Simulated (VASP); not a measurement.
# Al2GaP3 in VASP: notebook

The runs below take Al2GaP3 through relaxation of cell and atoms, single point, with PBE.

Everything below comes from runs of VASP 6.6.1. Logs are shortened: lines on timing, memory, paths and dates and some standing lists are left out, and cuts for length are marked.

### Step 1. The cell of the first run

Symmetry: I-4m2, No. 119, tetragonal system. Conventional cell: a = 3.728 Å, b = 3.728 Å, c = 15.816 Å, α = 90.00°, β = 90.00°, γ = 90.00°. Within 3.0 Å of Al (site symmetry 2mm) lie 4 P at 2.28 Å. Within 3.0 Å of Ga (site symmetry -4m2) lie 4 P at 2.28 Å. Within 3.0 Å of P (site symmetry 2mm) lie 2 Ga at 2.28 Å and 2 Al at 2.28 Å. P (site symmetry -4m2) has 4 Al at 2.28 Å within 3.0 Å.

### Step 2. Relaxation of cell and atoms, PBE

INCAR reads:

```
PREC = Accurate
ENCUT = 600
EDIFF = 1E-7
ISMEAR = 0
SIGMA = 0.1
LREAL = F
LASPH = T
NELM = 60
ALGO = Normal
ISIF = 3
LWAVE = F
LCHARG = F
GGA = PE
IBRION = 2
NSW = 90
EDIFFG = -0.04
```

KPOINTS reads:

```
Automatic mesh
0
Gamma
  6 6 6
```

POSCAR reads:

```
Al2GaP3
1.0
   -1.8638823000      1.8638823000      7.9077828900
    1.8638823000     -1.8638823000      7.9077828900
    1.8638823000      1.8638823000     -7.9077828900
Al Ga P
2 1 3
Direct
    0.6666666700      0.6666666700      0.0000000000
    0.3333333300      0.3333333300      0.0000000000
    0.0000000000      0.0000000000      0.0000000000
    0.4166666700      0.9166666700      0.5000000000
    0.0833333300      0.5833333300      0.5000000000
    0.7500000000      0.2500000000      0.5000000000
```

Potentials or basis: VASP PAW PBE potentials, release 64 (Al, Ga_d, P).

Started as:

```sh
cat potpaw_PBE.64/Al/POTCAR potpaw_PBE.64/Ga_d/POTCAR potpaw_PBE.64/P/POTCAR > POTCAR
mpirun -np 1 vasp_std > vasp.out
```

OUTCAR:

```text
PREC = Accurate
   ENCUT = 600
   EDIFF = 1E-7
   ISMEAR = 0
   LREAL = F
   LASPH = T
   NELM = 60
   ISIF = 3
   GGA = PE
   IBRION = 2
   NSW = 90
   EDIFFG = -0.04

 ion  position               nearest neighbor table
   1  0.667  0.667  0.000-   6 2.28   6 2.28   5 2.28   5 2.28
   2  0.333  0.333  0.000-   6 2.28   6 2.28   4 2.28   4 2.28
   3  0.000  0.000  0.000-   5 2.28   4 2.28   5 2.28   4 2.28
   4  0.417  0.917  0.500-   3 2.28   3 2.28   2 2.28   2 2.28
   5  0.083  0.583  0.500-   3 2.28   3 2.28   1 2.28   1 2.28
   6  0.750  0.250  0.500-   2 2.28   1 2.28   2 2.28   1 2.28

  LATTYP: Found a body centered tetragonal cell.
 ALAT       =     3.7277646000
 C/A-ratio  =     4.2426406914

  Lattice vectors:

 A1 = (  -1.8638823000,   1.8638823000,   7.9077828900)
 A2 = (   1.8638823000,  -1.8638823000,   7.9077828900)
 A3 = (   1.8638823000,   1.8638823000,  -7.9077828900)

Analysis of symmetry for initial positions (statically):
=====================================================================
 Subroutine PRICEL returns:
 Original cell was already a primitive cell.

 Routine SETGRP: Setting up the symmetry group for a
 body centered tetragonal supercell.

 Subroutine GETGRP returns: Found  8 space group operations
 (whereof  8 operations were pure point group operations)
 out of a pool of 16 trial point group operations.

The static configuration has the point symmetry D_2d.

Analysis of symmetry for dynamics (positions and initial velocities):
=====================================================================
 Subroutine PRICEL returns:
 Original cell was already a primitive cell.

 Routine SETGRP: Setting up the symmetry group for a
 body centered tetragonal supercell.

 Subroutine GETGRP returns: Found  8 space group operations
 (whereof  8 operations were pure point group operations)
 out of a pool of 16 trial point group operations.

The dynamic configuration has the point symmetry D_2d.

 Subroutine INISYM returns: Found  8 space group operations
 (whereof  8 operations are pure point group operations),
 and found     1 'primitive' translations

----------------------------------------------------------------------------------------

                                     Primitive cell

  volume of cell :     109.8884

  direct lattice vectors                    reciprocal lattice vectors
    -1.863882300  1.863882300  7.907782890     0.000000000  0.268257282  0.063228848
     1.863882300 -1.863882300  7.907782890     0.268257282  0.000000000  0.063228848
     1.863882300  1.863882300 -7.907782890     0.268257282  0.268257282  0.000000000

  length of vectors
     8.335535057  8.335535057  8.335535057     0.275608158  0.275608158  0.379373087

  position of ions in fractional coordinates (direct lattice)
     0.666666670  0.666666670  0.000000000
     0.333333330  0.333333330  0.000000000
     0.000000000  0.000000000  0.000000000
     0.416666670  0.916666670  0.500000000
     0.083333330  0.583333330  0.500000000
     0.750000000  0.250000000  0.500000000

  ion indices of the primitive-cell ions
   primitive index   ion index
                 1           1
                 2           2
                 3           3
                 4           4
                 5           5
                 6           6

----------------------------------------------------------------------------------------

 KPOINTS: Automatic mesh

Automatic generation of k-mesh.
 Grid dimensions read from file:
 generate k-points for:    6    6    6

 Generating k-lattice:

  Cartesian coordinates                     Fractional coordinates (reciprocal lattice)
     0.000000000  0.044709547  0.010538141     0.166666667  0.000000000  0.000000000
     0.044709547  0.000000000  0.010538141     0.000000000  0.166666667  0.000000000
     0.044709547  0.044709547  0.000000000     0.000000000  0.000000000  0.166666667

  Length of vectors
     0.045934693  0.045934693  0.063228848

  Shift w.r.t. Gamma in fractional coordinates (k-lattice)
     0.000000000  0.000000000  0.000000000

 Subroutine IBZKPT returns following result:
 ===========================================

 Found     30 irreducible k-points:

 Following reciprocal coordinates:
            Coordinates               Weight
  0.000000  0.000000  0.000000      1.000000
  0.166667  0.000000 -0.000000      8.000000
  0.333333  0.000000  0.000000      8.000000
  0.500000  0.000000 -0.000000      4.000000
  0.166667  0.166667 -0.000000      8.000000
  0.333333  0.166667 -0.000000     16.000000
[... 16 lines left out ...]
 -0.333333 -0.333333  0.166667      8.000000
 -0.166667 -0.333333  0.166667      8.000000
 [... further k-points ...]
   k-points           NKPTS =     30   k-points in BZ     NKDIM =     30   number of bands    NBANDS=     21
   number of dos      NEDOS =    301   number of ions     NIONS =      6
   total plane-waves  NPLWV = 343000
   dimension x,y,z NGX =    70 NGY =   70 NGZ =   70
   dimension x,y,z NGXF=   140 NGYF=  140 NGZF=  140
   ions per type =               2   1   3
   NGX,Y,Z   is equivalent  to a cutoff of  13.96, 13.96, 13.96 a.u.
   NGXF,Y,Z  is equivalent  to a cutoff of  27.92, 27.92, 27.92 a.u.
 SYSTEM =  unknown system
   PREC   = accura    normal or accurate (medium, high low for compatibility)
   ISTART =      0    job   : 0-new  1-cont  2-samecut
   ICHARG =      2    charge: 1-file 2-atom 10-const
   ISPIN  =      1    spin polarized calculation?
   LNONCOLLINEAR =      F non collinear calculations
   LSORBIT =      F    spin-orbit coupling
   LASPH  =      T    aspherical Exc in radial PAW
   ENCUT  =  600.0 eV  44.10 Ry    6.64 a.u.  16.65 16.65 16.65*2*pi/ulx,y,z
   NELM   =     60;   NELMIN=  2; NELMDL= -5     # of ELM steps
   EDIFF  = 0.1E-06   stopping-criterion for ELM
   LREAL  =      F    real-space projection
   EDIFFG = -.4E-01   stopping-criterion for IOM
   NSW    =     90    number of steps for IOM
   IBRION =      2    ionic relax: 0-MD 1-quasi-New 2-CG
   NFREE  =      1    steps in history (QN), initial steepest desc. (CG)
   ISIF   =      3    stress and relaxation
   ISYM   =      2    0-nonsym 1-usesym 2-fastsym
   POTIM  = 0.5000    time-step for ionic-motion
   TEBEG  =    0.0;   TEEND  =   0.0 temperature during run
   PSTRESS=    0.0 pullay stress
   NELECT =      34.0000    total number of electrons
   NUPDOWN=      -1.0000    fix difference up-down
   EMIN   =  10.00;   EMAX   =-10.00  energy-range for DOS
   EFERMI =   0.00;   METHOD = LEGACY
   ISMEAR =     0;   SIGMA  =   0.10  broadening in eV -4-tet -1-fermi 0-gaus
   EFERMI_NEDOS =   21; number of points for ismear=-14 and -15
   IALGO  =     38    algorithm
   IMIX   =      4    mixing-type and parameters
     AMIX     =   0.40;   BMIX     =  1.00
     AMIX_MAG =   1.60;   BMIX_MAG =  1.00
  volume/ion in A,a.u.               =      18.31       123.59
  Fermi-wavevector in a.u.,A,eV,Ry     =   1.107262  2.092423 16.681153  1.226030
  Thomas-Fermi vector in A             =   2.243774
   LORBIT       =      0    0 simple, 1 ext, 2 COOP (PROOUT), +10 PAW based schemes
   GGA     = PE    functional components
   LHFCALC =     F    Hartree Fock is set to
   AEXX    =    0.0000 exact exchange contribution
   IVDW    =     0    specifies the selected vdW correction
   LEPSILON=     F    determine dielectric tensor
   LRPA    =     F    only Hartree local field effects (RPA)
 conjugate gradient relaxation of ions
 non-spin polarized calculation
 Gauss-broadening in eV      SIGMA  =   0.10
  energy-cutoff  :      600.00
  volume of cell :      109.89
 maximum number of plane-waves:      3712
 NGX is ok and might be reduce to    70

--------------------------------------- Ionic step        1  -------------------------------------------

 number of electron      34.0000003 magnetization

 Free energy of the ion-electron system (eV)
  ---------------------------------------------------
  ext. energy  EPLUGINS =         0.00000000
  ---------------------------------------------------
  free energy    TOTEN  =       -29.26545738 eV

  energy without entropy =      -29.26545738  energy(sigma->0) =      -29.26545738

------------------------ aborting loop because EDIFF is reached ----------------------------------------

  FORCE on cell =-STRESS in cart. coord.  units (eV):
  Direction    XX          YY          ZZ          XY          YZ          ZX
  --------------------------------------------------------------------------------------
  -------------------------------------------------------------------------------------
  Total        9.5750471      9.5750471      9.4297097      0.0000000      0.0000000      0.0000000
  in kB      139.6046244    139.6046244    137.4855991      0.0000000      0.0000000      0.0000000
  external PRESSURE =     138.8982826 kB  Pullay stress =       0.0000000 kB

 VOLUME and BASIS-vectors are now :
 -----------------------------------------------------------------------------
  energy-cutoff  :      600.00
  volume of cell :      109.89
      direct lattice vectors                 reciprocal lattice vectors
    -1.863882300  1.863882300  7.907782890     0.000000000  0.268257282  0.063228848
     1.863882300 -1.863882300  7.907782890     0.268257282  0.000000000  0.063228848
     1.863882300  1.863882300 -7.907782890     0.268257282  0.268257282  0.000000000
[... 121 lines left out ...]
 POSITION                                       TOTAL-FORCE (eV/Angst)
 -----------------------------------------------------------------------------------
      0.00000      0.00000     10.99978        -0.000000     -0.000000     -0.013237
      0.00000      0.00000      5.50123        -0.000000     -0.000000      0.013237
      0.00000     -0.00000      0.00000        -0.000000     -0.000000     -0.000000
      1.94591     -0.00000      6.87410         0.000000      0.000000     -0.063575
      1.94591      0.00000      1.37641         0.000000      0.000000      0.063575
      0.00000      1.94591      4.12525        -0.000000     -0.000000     -0.000000
 -----------------------------------------------------------------------------------
    total drift:                               -0.000001      0.000001     -0.000000

  FREE ENERGIE OF THE ION-ELECTRON SYSTEM (eV)
  ---------------------------------------------------
  free  energy   TOTEN  =       -29.8585526830 eV

  energy  without entropy=      -29.8585526830  energy(sigma->0) =      -29.85855268

--------------------------------------- Ionic step        5  -------------------------------------------

 number of electron      34.0000001 magnetization

 Free energy of the ion-electron system (eV)
  ---------------------------------------------------
  ext. energy  EPLUGINS =         0.00000000
  ---------------------------------------------------
  free energy    TOTEN  =       -29.85882748 eV

  energy without entropy =      -29.85882748  energy(sigma->0) =      -29.85882748

 E-fermi :   4.7863     XC(G=0):  -9.3129

 val. band max:        4.3680474081   @ k =   0.0000   0.0000   0.0000
 cond. band min:       6.0060075346   @ k =   0.5000   0.5000  -0.0000
 fundamental gap:      1.6379601265
 Fermi energy:         4.7863109540

 k-point     1 :       0.0000    0.0000    0.0000
  band No.  band energies     occupation
      1      -9.9174      2.00000
      2      -9.8362      2.00000
      3      -9.8362      2.00000
      4      -9.7901      2.00000
      5      -9.7628      2.00000
      6      -7.3271      2.00000
[... 13 lines left out ...]
     20       6.9415      0.00000
     21       7.4872      0.00000
[... 529 lines left out ...]
 k-point    24 :      -0.1667   -0.3333    0.1667
  band No.  band energies     occupation
      1      -9.9107      2.00000
      2      -9.8467      2.00000
      3      -9.8357      2.00000
      4      -9.7865      2.00000
      5      -9.7657      2.00000
      6      -7.0226      2.00000
[... 13 lines left out ...]
     20       7.7079      0.00000
     21       8.1531      0.00000

 [... further k-points ...]

------------------------ aborting loop because EDIFF is reached ----------------------------------------

  FORCE on cell =-STRESS in cart. coord.  units (eV):
  Direction    XX          YY          ZZ          XY          YZ          ZX
  --------------------------------------------------------------------------------------
  -------------------------------------------------------------------------------------
  Total        0.1475907      0.1475907      0.0911398      0.0000000      0.0000000      0.0000000
  in kB        1.8921901      1.8921901      1.1684598      0.0000000      0.0000000      0.0000000
  external PRESSURE =       1.6509466 kB  Pullay stress =       0.0000000 kB

 VOLUME and BASIS-vectors are now :
 -----------------------------------------------------------------------------
  energy-cutoff  :      600.00
  volume of cell :      124.97
      direct lattice vectors                 reciprocal lattice vectors
    -1.946320515  1.946320515  8.247379443     0.000000000  0.256894996  0.060625318
     1.946320515 -1.946320515  8.247379443     0.256894996  0.000000000  0.060625318
     1.946320515  1.946320515 -8.247379443     0.256894996  0.256894996  0.000000000

 POSITION                                       TOTAL-FORCE (eV/Angst)
 -----------------------------------------------------------------------------------
      1.94632      1.94632      2.74767         0.000000      0.000000      0.012301
      0.00000      0.00000      5.49971        -0.000000     -0.000000     -0.012301
      1.94632      1.94632     -8.24738        -0.000000     -0.000000     -0.000000
      1.94632     -0.00000      6.86872         0.000000      0.000000     -0.023172
      1.94632      0.00000      1.37866         0.000000      0.000000      0.023172
      0.00000      1.94632      4.12369        -0.000000     -0.000000      0.000000
 -----------------------------------------------------------------------------------
    total drift:                               -0.000001      0.000001     -0.000000

  FREE ENERGIE OF THE ION-ELECTRON SYSTEM (eV)
  ---------------------------------------------------
  free  energy   TOTEN  =       -29.8588274807 eV

  energy  without entropy=      -29.8588274807  energy(sigma->0) =      -29.85882748

 reached required accuracy - stopping structural energy minimisation
```

Run time: 12 min. Hardware: 1 thread of Intel Xeon 6975P-C (Granite Rapids), shared host; peak memory 0.81 GiB.

What came out:

| Item | Value |
| --- | --- |
| Free energy | -29.8588 eV |
| Relaxed volume | 20.83 Å³/atom |
| Relaxed cell | a = 8.695 Å, b = 8.695 Å, c = 8.695 Å, α = 154.13°, β = 154.13°, γ = 36.91° |
| Space group after relaxing (to 0.1 Å) | I-4m2 (No. 119) |
| Energy gained by relaxing | 98.9 meV/atom |
| Ionic steps | 5 |
| Pressure after relaxing | 0.2 GPa |
| Largest force after relaxing | 0.023 eV/Å |
| Band gap on the k mesh | 1.64 eV (least direct gap 1.84 eV) |

Forces on the atoms (eV/Å):
```
Al   0.000  0.000  0.012
Al   0.000  0.000 -0.012
Ga   0.000  0.000  0.000
P    0.000  0.000 -0.023
P    0.000  0.000  0.023
P    0.000  0.000  0.000
```

Step by step:
```tsv
step	energy change (eV)	largest force (eV/Å)	pressure (GPa)	volume (Å³)
1	0.0000	0.0437	13.89	109.89
2	-0.3505	0.0883	-6.03	137.12
3	-0.5932	0.0642	-0.05	125.29
4	-0.5931	0.0636	0.17	124.96
5	-0.5934	0.0232	0.17	124.97
```

Final structure:
```xyz
6
Lattice="-1.9463 1.9463 8.2474 1.9463 -1.9463 8.2474 1.9463 1.9463 -8.2474" Properties=species:S:1:pos:R:3 pbc="T T T"
Al    1.9463    1.9463    2.7477
Al    0.0000    0.0000    5.4997
Ga    1.9463    1.9463   -8.2474
P     1.9463    0.0000    6.8687
P     1.9463    0.0000    1.3787
P     0.0000    1.9463    4.1237
```

### Step 3. Single point, PBE

This run uses another cell than the first one: it holds 12 atoms, not 6.

INCAR reads:

```
ALGO = Normal ; EDIFF = 1E-7
ENCUT = 520 ; GGA = PE
ISIF = 2 ; ISMEAR = 0
LASPH = T ; LCHARG = F
LREAL = F ; LWAVE = F
NBANDS = 46 ; NELM = 80
PREC = Accurate ; SIGMA = 0.1
```

KPOINTS reads:

```
k-points
0
Gamma
  4 2 4
```

POSCAR reads:

```
Al2GaP3
1.0
    3.9149458485      0.0006497686     -0.0059705022
   -0.0012594709     -7.8234269928     -0.0014340868
   -1.9439113535      1.9544487195     -8.1913722848
Al Ga P
4 2 6
Direct
    0.3316009750      0.6663956218      0.6670177074
    0.3325715395      0.1663102330      0.6661349175
    0.6663483426      0.8330903821      0.3330201763
    0.6650197499      0.3340262727      0.3336534439
    0.0009629814      0.4998010452      0.0000198572
    0.0006983181      1.0005233361     -0.0002302672
    0.0847245797      0.7917619517      0.1672536615
    0.0832471185      0.2921049290      0.1680896017
    0.4175372862      0.9580600353      0.8323162042
    0.4179576414      0.4576256568      0.8326123674
    0.7492550248      0.6253888768      0.5004985921
    0.7500764430      0.1249116594      0.4996137380
```

Potentials or basis: VASP PAW PBE potentials, release 64 (Al, Ga_d, P).

Started as:

```sh
cat potpaw_PBE.64/Al/POTCAR potpaw_PBE.64/Ga_d/POTCAR potpaw_PBE.64/P/POTCAR > POTCAR
mpirun -np 1 vasp_std > vasp.out
```

Run time: 2.5 min. Hardware: 1 thread of Intel Xeon 6975P-C (Granite Rapids), shared host; peak memory 0.43 GiB.

The run converged. Its results:

```
Free energy            : -59.5340 eV
Pressure               : -0.1 GPa
Largest force          : 0.034 eV/Å
Band gap on the k mesh : 1.59 eV
```

Forces in eV/Å, atoms in the order of the input:
```
Al   0.020 -0.005  0.006
Al   0.011 -0.005 -0.001
Al   0.018 -0.010 -0.007
Al   0.016  0.019 -0.004
Ga   0.002  0.001 -0.003
Ga  -0.001  0.021 -0.015
P   -0.022 -0.011 -0.017
P   -0.002 -0.007  0.004
P   -0.016 -0.005  0.008
P   -0.020 -0.001  0.027
P    0.000  0.002  0.007
P   -0.004  0.002 -0.005
```

Stress tensor (GPa, compression positive):
```
-0.12 -0.01  0.16
-0.01 -0.04 -0.01
 0.16 -0.01 -0.07
```

Levels at points of the mesh, in eV from the valence-band top:
```
           k point  band 31  band 32  band 33  band 34  band 35  band 36  band 37  band 38
(0.00, 0.00, 0.00)    -0.83    -0.05    -0.04     0.00     1.76     2.18     2.20     2.53
(0.50, 0.00, 0.00)    -1.02    -0.99    -0.88    -0.84     1.64     2.18     2.20     3.28
(0.00, 0.50, 0.00)    -0.92    -0.91    -0.28    -0.28     2.54     2.55     2.97     2.97
(0.50, 0.50, 0.00)    -1.64    -1.63    -1.59    -1.58     2.59     2.60     2.86     2.87
(0.00, 0.00, 0.50)    -0.89    -0.83    -0.75    -0.74     1.59     2.09     2.19     3.14
(0.50, 0.00, 0.50)    -1.03    -0.99    -0.88    -0.81     1.64     2.19     2.21     3.28
(0.00, 0.50, 0.50)    -0.55    -0.55    -0.49    -0.48     2.24     2.25     2.65     2.65
(0.50, 0.50, 0.50)    -1.66    -1.66    -1.56    -1.56     2.57     2.57     2.83     2.84
```
